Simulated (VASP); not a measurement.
Runs of VASP 6.6.1 on HfO2. The structure is that of space group Fm-3m (No. 225), or close to it. The cells are those of the table. 

```tsv
cell	gap on the mesh (eV)	pressure (GPa)
a = 3.482, b = 3.482, c = 3.526 Å, angles 59.6, 59.6, 60.9°, 3 atoms	3.57	(b)
a = 3.707 Å, angles 60.0°, 3 atoms	3.41	-26.8
a = 3.572, b = 3.572, c = 3.526 Å, angles 60.4, 60.4, 59.2°, 3 atoms	3.55	-1.4
a = 3.618, b = 3.618, c = 3.526 Å, angles 60.8, 60.8, 58.3°, 3 atoms	3.17	-7.6
a = 3.708, b = 3.708, c = 3.617 Å, angles 60.8, 60.8, 58.4°, 3 atoms	3.05	-22.7
a = 3.572, b = 3.572, c = 3.617 Å, angles 59.6, 59.6, 60.8°, 3 atoms	3.45	-7.8
a = 3.528, b = 3.528, c = 3.436 Å, angles 60.9, 60.9, 58.3°, 3 atoms	3.26	14.1
a = 3.662, b = 3.662, c = 3.617 Å, angles 60.4, 60.4, 59.2°, 3 atoms	3.41	(a)
```

Alike in all rows: task single point; level PBEsol; potentials or basis VASP PAW PBE potentials, release 64 (Hf_pv, O); no spin polarisation; k mesh 8 × 8 × 8; cutoff (eV) 520; smearing gaussian 0.05 eV.

Task: Estimate the missing entries.

Result: (a) -18.5; (b) 13.8.

Caveats: the PAW data sets were made with another functional, which shifts forces and pressure a little; spin-orbit coupling is left out, which moves the levels of the heavy elements.

A k mesh can miss the band edges, and the runs leave out spin-orbit coupling on Hf.
